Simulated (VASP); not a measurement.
# TiC (Fm-3m) in VASP: a series of runs, part 2 of 2

VASP 6.6.1. The steps go on from the part before.

### 5 Single point, r2SCAN (strain +0.030 along x and y, +0.030 along z)

Contents of POSCAR:

```
TiC
1.0
    0.0000000000      2.2289200000      2.2289200000
    2.2289200000      0.0000000000      2.2289200000
    2.2289200000      2.2289200000      0.0000000000
Ti C
1 1
Direct
    0.0000000000      0.0000000000      0.0000000000
    0.5000000000      0.5000000000      0.5000000000
```

Contents of INCAR.step1:

```
SYSTEM = TiC
ALGO     = Normal         ! electronic algorithm
EDIFF    = 1E-4           ! SCF threshold, eV
ENCUT    = 520            ! plane-wave cutoff, eV
GGA      = PE             ! functional
ISMEAR   = 0              ! smearing method
LASPH    = .TRUE.         ! aspherical terms in the spheres
LCHARG   = .FALSE.        ! write CHGCAR
LREAL    = .FALSE.        ! projectors in reciprocal space
LWAVE    = .TRUE.         ! write WAVECAR
NBANDS   = 15             ! bands
NELM     = 80             ! most SCF steps
PREC     = Accurate       ! precision mode
SIGMA    = 0.15           ! smearing width, eV
```

Contents of INCAR.step2:

```
SYSTEM = TiC
ALGO     = Normal         ! electronic algorithm
EDIFF    = 1E-7           ! SCF threshold, eV
ENCUT    = 520            ! plane-wave cutoff, eV
ISIF     = 2              ! what is computed and relaxed
ISMEAR   = 0              ! smearing method
ISTART   = 1            
LASPH    = .TRUE.         ! aspherical terms in the spheres
LCHARG   = .FALSE.        ! write CHGCAR
LMIXTAU  = .TRUE.       
LREAL    = .FALSE.        ! projectors in reciprocal space
LWAVE    = .FALSE.        ! write WAVECAR
METAGGA  = R2SCAN         ! meta-GGA
NBANDS   = 15             ! bands
NELM     = 80             ! most SCF steps
PREC     = Accurate       ! precision mode
SIGMA    = 0.15           ! smearing width, eV
```

Contents of KPOINTS:

```
k-points
0
G
  18 18 18
  0 0 0
```

Potentials or basis: VASP PAW PBE potentials, release 64 (Ti_sv, C).

On the command line:

```
$ cat potpaw_PBE.64/Ti_sv/POTCAR potpaw_PBE.64/C/POTCAR > POTCAR
$ cp INCAR.step1 INCAR
$ mpirun -np 1 vasp_std > vasp.out
$ cp INCAR.step2 INCAR
$ mpirun -np 1 vasp_std > vasp.out
```

OUTCAR:

```text
SYSTEM = TiC
   EDIFF = 1E-7
   ENCUT = 520
   ISIF = 2
   ISMEAR = 0
   ISTART = 1
   LASPH = .TRUE.
   LREAL = .FALSE.
   METAGGA = R2SCAN
   NELM = 80
   PREC = Accurate

 ion  position               nearest neighbor table
   1  0.000  0.000  0.000-   2 2.23   2 2.23   2 2.23   2 2.23   2 2.23   2 2.23
   2  0.500  0.500  0.500-   1 2.23   1 2.23   1 2.23   1 2.23   1 2.23   1 2.23

  LATTYP: Found a face centered cubic cell.
 ALAT       =     4.4578400000

  Lattice vectors:

[... 620 lines left out ...]

  FORCE on cell =-STRESS in cart. coord.  units (eV):
  Direction    XX          YY          ZZ          XY          YZ          ZX
  --------------------------------------------------------------------------------------
  -------------------------------------------------------------------------------------
  Total       -2.5934616     -2.5934616     -2.5934616      0.0000000      0.0000000      0.0000000
  in kB     -187.6190617   -187.6190617   -187.6190617      0.0000000      0.0000000      0.0000000
  external PRESSURE =    -187.6190617 kB  Pullay stress =       0.0000000 kB

 VOLUME and BASIS-vectors are now :
 -----------------------------------------------------------------------------
  energy-cutoff  :      520.00
  volume of cell :       22.15
      direct lattice vectors                 reciprocal lattice vectors
     0.000000000  2.228920000  2.228920000    -0.224323888  0.224323888  0.224323888
     2.228920000  0.000000000  2.228920000     0.224323888 -0.224323888  0.224323888
     2.228920000  2.228920000  0.000000000     0.224323888  0.224323888 -0.224323888

 POSITION                                       TOTAL-FORCE (eV/Angst)
 -----------------------------------------------------------------------------------
      0.00000      0.00000      0.00000         0.000000      0.000000      0.000000
      2.22892      2.22892      2.22892         0.000000      0.000000     -0.000000
 -----------------------------------------------------------------------------------
    total drift:                                0.000000     -0.000000     -0.000000

  FREE ENERGIE OF THE ION-ELECTRON SYSTEM (eV)
  ---------------------------------------------------
  free  energy   TOTEN  =       -24.7584005421 eV

  energy  without entropy=      -24.7555204198  energy(sigma->0) =      -24.75696048
```

OSZICAR.step1:

```text
N       E                     dE             d eps       ncg     rms          rms(c)
DAV:   1     0.117695068586E+03    0.11770E+03   -0.79714E+03  5850   0.125E+03
DAV:   2    -0.164985882406E+02   -0.13419E+03   -0.12593E+03  6172   0.330E+02
DAV:   3    -0.241922382461E+02   -0.76937E+01   -0.75619E+01  7897   0.778E+01
DAV:   4    -0.244343509868E+02   -0.24211E+00   -0.24192E+00  6984   0.128E+01
DAV:   5    -0.244418738899E+02   -0.75229E-02   -0.75213E-02  7891   0.195E+00    0.168E+01
DAV:   6    -0.194946738101E+02    0.49472E+01   -0.12636E+01  8306   0.555E+01    0.779E+00
DAV:   7    -0.186804601503E+02    0.81421E+00   -0.27077E+00  6862   0.230E+01    0.437E+00
DAV:   8    -0.186708614912E+02    0.95987E-02   -0.13256E-01  6578   0.295E+00    0.387E+00
DAV:   9    -0.186142559207E+02    0.56606E-01   -0.14437E-01  7368   0.629E+00    0.126E+00
DAV:  10    -0.186106039647E+02    0.36520E-02   -0.28150E-02  7635   0.136E+00    0.761E-01
DAV:  11    -0.186087761988E+02    0.18278E-02   -0.20932E-03  6536   0.647E-01    0.567E-01
DAV:  12    -0.186057921911E+02    0.29840E-02   -0.54592E-03  6799   0.135E+00    0.127E-01
DAV:  13    -0.186056473972E+02    0.14479E-03   -0.33415E-04  6550   0.258E-01    0.648E-02
DAV:  14    -0.186056268587E+02    0.20539E-04   -0.55558E-05  3723   0.677E-02
   1 F= -.18605627E+02 E0= -.18603866E+02  d E =-.352138E-02
```

Wall time 2.3 min (1 thread of Intel Xeon Platinum 8488C (Sapphire Rapids), shared host); peak memory 0.19 GiB.

Results:

```yaml
Free_energy: -24.7584 eV
Pressure: -18.8 GPa
Band_gap_on_the_k_mesh: zero (band 8 reaches 9.32 eV, above the bottom of band 9 at 8.05 eV)
```

Caveat: the cell differs from its parent crystal (strain +0.030 along x and y, +0.030 along z); the PAW data sets were made with another functional, which shifts forces and pressure a little.

### 6 Overview

```tsv
cell	gap on the mesh (eV)	pressure (GPa)
a = 2.969 Å, angles 60.0°, 2 atoms	none	29.9
a = 3.014 Å, angles 60.0°, 2 atoms	none	14.0
a = 3.106 Å, angles 60.0°, 2 atoms	none	-9.9
a = 3.152 Å, angles 60.0°, 2 atoms	none	-18.8
```

Alike in all rows: task single point; level r2SCAN; potentials or basis VASP PAW PBE potentials, release 64 (Ti_sv, C); no spin polarisation; k mesh 18 × 18 × 18; cutoff (eV) 520; smearing gaussian 0.15 eV.

Caveats: the PAW data sets were made with another functional, which shifts forces and pressure a little.

Total energies depend on the potentials used, so only differences within one code and one set of settings carry meaning.
